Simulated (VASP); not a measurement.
# Os (Im-3m) in VASP: single point with LDA

Aim: the single point of Os with LDA.

All numbers are computed with VASP 6.6.1; they aren't measurements. Logs are shortened: lines on timing, memory, paths and dates and some standing lists are left out, and cuts for length are marked.

## 1. The cell of the first run

It takes space group Im-3m (No. 229, cubic). Conventional cell: a = 3.048 Å, b = 3.048 Å, c = 3.048 Å, α = 90.00°, β = 90.00°, γ = 90.00°. Os (site symmetry m-3m) has 14 Os at 2.64 to 3.05 Å within 3.5 Å.

## 2. Single point, LDA

Contents of INCAR:

```
PREC = Accurate
ENCUT = 520
EDIFF = 1E-6
ISMEAR = -1
SIGMA = 0.13605693000000002
LREAL = F
LASPH = T
NELM = 60
ALGO = Normal
ISIF = 2
LWAVE = F
LCHARG = F
GGA = CA
NBANDS = 10
```

Contents of KPOINTS:

```
Automatic mesh
0
Gamma
  15 15 15
```

Contents of POSCAR:

```
Os
1.0
   -1.5238412769      1.5238412769      1.5238412769
    1.5238412769     -1.5238412769      1.5238412769
    1.5238412769      1.5238412769     -1.5238412769
Os
1
Direct
    0.0000000000      0.0000000000      0.0000000000
```

Potentials or basis: VASP PAW LDA potentials, release 64 (Os).

Command:

```console
cat potpaw_LDA.64/Os/POTCAR > POTCAR
mpirun -np 1 vasp_std > vasp.out
```

OUTCAR:

```text
PREC = Accurate
   ENCUT = 520
   EDIFF = 1E-6
   ISMEAR = -1
   LREAL = F
   LASPH = T
   NELM = 60
   ISIF = 2
   GGA = CA

 ion  position               nearest neighbor table
   1  0.000  0.000  0.000-

  LATTYP: Found a body centered cubic cell.
 ALAT       =     3.0476825538

  Lattice vectors:

 A1 = (  -1.5238412769,   1.5238412769,   1.5238412769)
 A2 = (   1.5238412769,  -1.5238412769,   1.5238412769)
 A3 = (   1.5238412769,   1.5238412769,  -1.5238412769)

Analysis of symmetry for initial positions (statically):
=====================================================================
 Subroutine PRICEL returns:
 Original cell was already a primitive cell.

 Routine SETGRP: Setting up the symmetry group for a
 body centered cubic supercell.

 Subroutine GETGRP returns: Found 48 space group operations
 (whereof 48 operations were pure point group operations)
 out of a pool of 48 trial point group operations.

The static configuration has the point symmetry O_h .

Analysis of symmetry for dynamics (positions and initial velocities):
=====================================================================
 Subroutine PRICEL returns:
 Original cell was already a primitive cell.

 Routine SETGRP: Setting up the symmetry group for a
 body centered cubic supercell.

 Subroutine GETGRP returns: Found 48 space group operations
 (whereof 48 operations were pure point group operations)
 out of a pool of 48 trial point group operations.

The dynamic configuration has the point symmetry O_h .

 Subroutine INISYM returns: Found 48 space group operations
 (whereof 48 operations are pure point group operations),
 and found     1 'primitive' translations

----------------------------------------------------------------------------------------

                                     Primitive cell

  volume of cell :      14.1540

  direct lattice vectors                    reciprocal lattice vectors
    -1.523841277  1.523841277  1.523841277     0.000000000  0.328118163  0.328118163
     1.523841277 -1.523841277  1.523841277     0.328118163  0.000000000  0.328118163
     1.523841277  1.523841277 -1.523841277     0.328118163  0.328118163  0.000000000

  length of vectors
     2.639370514  2.639370514  2.639370514     0.464029156  0.464029156  0.464029156

  position of ions in fractional coordinates (direct lattice)
     0.000000000  0.000000000  0.000000000

  ion indices of the primitive-cell ions
   primitive index   ion index
                 1           1

----------------------------------------------------------------------------------------

 KPOINTS: Automatic mesh

Automatic generation of k-mesh.
 Grid dimensions read from file:
 generate k-points for:   15   15   15

 Generating k-lattice:

  Cartesian coordinates                     Fractional coordinates (reciprocal lattice)
     0.000000000  0.021874544  0.021874544     0.066666667  0.000000000  0.000000000
     0.021874544  0.000000000  0.021874544     0.000000000  0.066666667  0.000000000
     0.021874544  0.021874544  0.000000000     0.000000000  0.000000000  0.066666667

  Length of vectors
     0.030935277  0.030935277  0.030935277

  Shift w.r.t. Gamma in fractional coordinates (k-lattice)
     0.000000000  0.000000000  0.000000000

 Subroutine IBZKPT returns following result:
 ===========================================

 Found    120 irreducible k-points:

 Following reciprocal coordinates:
            Coordinates               Weight
  0.000000  0.000000  0.000000      1.000000
  0.066667  0.000000  0.000000     12.000000
  0.133333  0.000000  0.000000     12.000000
  0.200000  0.000000  0.000000     12.000000
  0.266667  0.000000  0.000000     12.000000
  0.333333  0.000000  0.000000     12.000000
[... 16 lines left out ...]
  0.333333  0.200000  0.000000     48.000000
  0.400000  0.200000  0.000000     24.000000
 [... further k-points ...]
   k-points           NKPTS =    120   k-points in BZ     NKDIM =    120   number of bands    NBANDS=     10
   number of dos      NEDOS =    301   number of ions     NIONS =      1
   total plane-waves  NPLWV =   8000
   dimension x,y,z NGX =    20 NGY =   20 NGZ =   20
   dimension x,y,z NGXF=    40 NGYF=   40 NGZF=   40
   ions per type =               1
   NGX,Y,Z   is equivalent  to a cutoff of  12.60, 12.60, 12.60 a.u.
   NGXF,Y,Z  is equivalent  to a cutoff of  25.19, 25.19, 25.19 a.u.
 SYSTEM =  unknown system
   PREC   = accura    normal or accurate (medium, high low for compatibility)
   ISTART =      0    job   : 0-new  1-cont  2-samecut
   ICHARG =      2    charge: 1-file 2-atom 10-const
   ISPIN  =      1    spin polarized calculation?
   LNONCOLLINEAR =      F non collinear calculations
   LSORBIT =      F    spin-orbit coupling
   LASPH  =      T    aspherical Exc in radial PAW
   ENCUT  =  520.0 eV  38.22 Ry    6.18 a.u.   4.91  4.91  4.91*2*pi/ulx,y,z
   NELM   =     60;   NELMIN=  2; NELMDL= -5     # of ELM steps
   EDIFF  = 0.1E-05   stopping-criterion for ELM
   LREAL  =      F    real-space projection
   EDIFFG = 0.1E-04   stopping-criterion for IOM
   NSW    =      0    number of steps for IOM
   IBRION =     -1    ionic relax: 0-MD 1-quasi-New 2-CG
   NFREE  =      0    steps in history (QN), initial steepest desc. (CG)
   ISIF   =      2    stress and relaxation
   ISYM   =      2    0-nonsym 1-usesym 2-fastsym
   POTIM  = 0.5000    time-step for ionic-motion
   TEBEG  =    0.0;   TEEND  =   0.0 temperature during run
   PSTRESS=    0.0 pullay stress
   NELECT =       8.0000    total number of electrons
   NUPDOWN=      -1.0000    fix difference up-down
   EMIN   =  10.00;   EMAX   =-10.00  energy-range for DOS
   EFERMI =   0.00;   METHOD = LEGACY
   ISMEAR =    -1;   SIGMA  =   0.14  broadening in eV -4-tet -1-fermi 0-gaus
   EFERMI_NEDOS =   21; number of points for ismear=-14 and -15
   IALGO  =     38    algorithm
   IMIX   =      4    mixing-type and parameters
     AMIX     =   0.40;   BMIX     =  1.00
     AMIX_MAG =   1.60;   BMIX_MAG =  1.00
  volume/ion in A,a.u.               =      14.15        95.52
  Fermi-wavevector in a.u.,A,eV,Ry     =   1.353563  2.557863 24.927675  1.832132
  Thomas-Fermi vector in A             =   2.480808
   LORBIT       =      0    0 simple, 1 ext, 2 COOP (PROOUT), +10 PAW based schemes
   GGA     = CA    functional components
   LHFCALC =     F    Hartree Fock is set to
   AEXX    =    0.0000 exact exchange contribution
   IVDW    =     0    specifies the selected vdW correction
   LEPSILON=     F    determine dielectric tensor
   LRPA    =     F    only Hartree local field effects (RPA)
 non-spin polarized calculation
  energy-cutoff  :      520.00
  volume of cell :       14.15
 maximum number of plane-waves:       394
   NGX =  9   NGY =  9   NGZ =  9

 number of electron       8.0000002 magnetization

 Free energy of the ion-electron system (eV)
  ---------------------------------------------------
  ext. energy  EPLUGINS =         0.00000000
  ---------------------------------------------------
  free energy    TOTEN  =       -11.76999710 eV

  energy without entropy =      -11.68908631  energy(sigma->0) =      -11.72954170

 E-fermi :   9.4914     XC(G=0): -14.1042

 val. band max:        9.4906253504   @ k =   0.1333   0.1333   0.1333
 cond. band min:       9.5035784775   @ k =   0.2000   0.0000   0.0000
 fundamental gap:      0.0129531271
 Fermi energy:         9.4913885042

 k-point     1 :       0.0000    0.0000    0.0000
  band No.  band energies     occupation
      1      -1.5537      2.00000
      2       6.0331      2.00000
      3       6.0331      2.00000
      4       6.0331      2.00000
      5       9.4000      1.32361
      6       9.4000      1.32361
      7      25.7956      0.00000
      8      25.7956      0.00000
      9      25.7956      0.00000
     10      38.0186      0.00000

 k-point     2 :       0.0667    0.0000    0.0000
  band No.  band energies     occupation
      1      -1.3357      2.00000
      2       5.9210      2.00000
      3       6.0209      2.00000
      4       6.2371      2.00000
      5       9.2385      1.73022
      6       9.4069      1.30089
      7      25.9495      0.00000
      8      26.1537      0.00000
      9      26.2011      0.00000
     10      35.9670      0.00000

 k-point     3 :       0.1333    0.0000    0.0000
  band No.  band energies     occupation
      1      -0.7160      2.00000
      2       5.6171      2.00000
      3       5.9505      2.00000
      4       6.8378      2.00000
      5       8.9191      1.97064
      6       9.4355      1.20260
      7      26.2417      0.00000
      8      27.0680      0.00000
      9      27.1895      0.00000
     10      33.7233      0.00000

 k-point     4 :       0.2000    0.0000    0.0000
  band No.  band energies     occupation
      1       0.1817      2.00000
      2       5.2003      2.00000
      3       5.8121      2.00000
      4       7.7998      1.99999
      5       8.7533      1.99123
      6       9.5036      0.95523
      7      26.0901      0.00000
      8      27.1587      0.00000
      9      28.8048      0.00000
     10      32.7389      0.00000

 k-point     5 :       0.2667    0.0000    0.0000
  band No.  band energies     occupation
      1       1.0754      2.00000
      2       4.7596      2.00000
      3       5.8620      2.00000
      4       8.8610      1.98075
      5       9.0549      1.92228
      6       9.6227      0.55158
      7      25.0925      0.00000
      8      25.4478      0.00000
      9      30.8688      0.00000
     10      33.4845      0.00000

 k-point     6 :       0.3333    0.0000    0.0000
  band No.  band energies     occupation
      1       1.5715      2.00000
      2       4.3696      2.00000
      3       6.5471      2.00000
      4       9.1325      1.86652
      5       9.7832      0.20969
      6      10.4787      0.00141
      7      22.9631      0.00000
      8      23.7916      0.00000
      9      30.8475      0.00000
     10      33.2172      0.00000

 k-point     7 :       0.4000    0.0000    0.0000
  band No.  band energies     occupation
      1       1.6418      2.00000
      2       4.0828      2.00000
      3       7.8125      1.99999
      4       9.4014      1.31915
      5       9.9458      0.06846
      6      11.8402      0.00000
      7      20.5967      0.00000
      8      22.7183      0.00000
      9      28.4593      0.00000
     10      35.0093      0.00000

 k-point     8 :       0.4667    0.0000    0.0000
  band No.  band energies     occupation
      1       1.5884      2.00000
      2       3.9318      2.00000
      3       8.9875      1.95191
      4       9.4779      1.04953
      5      10.0512      0.03215
      6      12.7401      0.00000
      7      19.0216      0.00000
      8      22.1255      0.00000
      9      27.0302      0.00000
     10      34.2105      0.00000

 k-point     9 :       0.0667    0.0667    0.0000
  band No.  band energies     occupation
      1      -0.9153      2.00000
      2       5.7788      2.00000
      3       5.8823      2.00000
      4       6.6730      2.00000
      5       8.9713      1.95720
      6       9.4506      1.14878
      7      26.2479      0.00000
      8      26.7656      0.00000
      9      26.8532      0.00000
     10      33.9142      0.00000
[... 118 lines left out ...]
 k-point    19 :       0.3333    0.1333    0.0000
  band No.  band energies     occupation
      1       2.2281      2.00000
      2       4.2281      2.00000
      3       6.6469      2.00000
      4       9.1063      1.88863
      5      10.2278      0.00888
      6      13.1268      0.00000
      7      20.1430      0.00000
      8      23.4713      0.00000
      9      26.8559      0.00000
     10      33.1349      0.00000

 k-point    20 :       0.4000    0.1333    0.0000
  band No.  band energies     occupation
      1       2.1638      2.00000
      2       4.1052      2.00000
      3       7.4236      2.00000
      4       9.1593      1.83981
      5      10.5812      0.00066
      6      14.2527      0.00000
      7      18.4707      0.00000
      8      22.8190      0.00000
      9      25.9801      0.00000
     10      33.8715      0.00000

 k-point    21 :       0.2000    0.2000    0.0000
  band No.  band energies     occupation
      1       2.3900      2.00000
      2       4.6415      2.00000
      3       5.1298      2.00000
      4       8.6196      1.99671
      5      10.0561      0.03102
      6      11.6276      0.00000
      7      22.7994      0.00000
      8      25.4794      0.00000
      9      27.7083      0.00000
     10      30.3477      0.00000

 k-point    22 :       0.2667    0.2000    0.0000
  band No.  band energies     occupation
      1       2.7468      2.00000
      2       4.4226      2.00000
      3       5.6071      2.00000
      4       8.8982      1.97477
      5      10.1393      0.01695
      6      13.3950      0.00000
      7      20.6668      0.00000
      8      24.1223      0.00000
      9      26.6583      0.00000
     10      31.4760      0.00000

 k-point    23 :       0.3333    0.2000    0.0000
  band No.  band energies     occupation
      1       2.7520      2.00000
      2       4.3118      2.00000
      3       6.2683      2.00000
      4       9.1551      1.84429
      5      10.3259      0.00433
      6      15.0367      0.00000
      7      18.6564      0.00000
      8      22.9189      0.00000
      9      26.1232      0.00000
     10      32.7209      0.00000

 k-point    24 :       0.4000    0.2000    0.0000
  band No.  band energies     occupation
      1       2.7182      2.00000
      2       4.2798      2.00000
      3       6.5612      2.00000
      4       9.2073      1.77946
      5      10.5229      0.00102
      6      15.9474      0.00000
      7      17.5989      0.00000
      8      22.3959      0.00000
      9      25.9506      0.00000
     10      33.5585      0.00000

 [... further k-points ...]
[... 5 lines left out ...]
  --------------------------------------------------------------------------------------
  -------------------------------------------------------------------------------------
  Total        0.1087339      0.1087339      0.1087339      0.0000000     -0.0000000     -0.0000000
  in kB       12.3082514     12.3082514     12.3082514      0.0000000     -0.0000000     -0.0000000
  external PRESSURE =      12.3082514 kB  Pullay stress =       0.0000000 kB

 VOLUME and BASIS-vectors are now :
 -----------------------------------------------------------------------------
  energy-cutoff  :      520.00
  volume of cell :       14.15
      direct lattice vectors                 reciprocal lattice vectors
    -1.523841277  1.523841277  1.523841277     0.000000000  0.328118163  0.328118163
     1.523841277 -1.523841277  1.523841277     0.328118163  0.000000000  0.328118163
     1.523841277  1.523841277 -1.523841277     0.328118163  0.328118163  0.000000000

 POSITION                                       TOTAL-FORCE (eV/Angst)
 -----------------------------------------------------------------------------------
      0.00000      0.00000      0.00000        -0.000000      0.000000     -0.000000
 -----------------------------------------------------------------------------------
    total drift:                                0.000000      0.000000      0.000000

  FREE ENERGIE OF THE ION-ELECTRON SYSTEM (eV)
  ---------------------------------------------------
  free  energy   TOTEN  =       -11.7699970952 eV

  energy  without entropy=      -11.6890863140  energy(sigma->0) =      -11.72954170
```

It took 8.6 s on 1 thread of Intel Xeon Platinum 8488C (Sapphire Rapids), shared host; peak memory 0.13 GiB.

Results:

- Free energy: -11.7700 eV
- Pressure: 1.2 GPa
- Band gap on the k mesh: zero (band 4 reaches 11.71 eV, above the bottom of band 5 at 7.58 eV)

Caveat: spin-orbit coupling is left out, which moves the levels of the heavy elements.
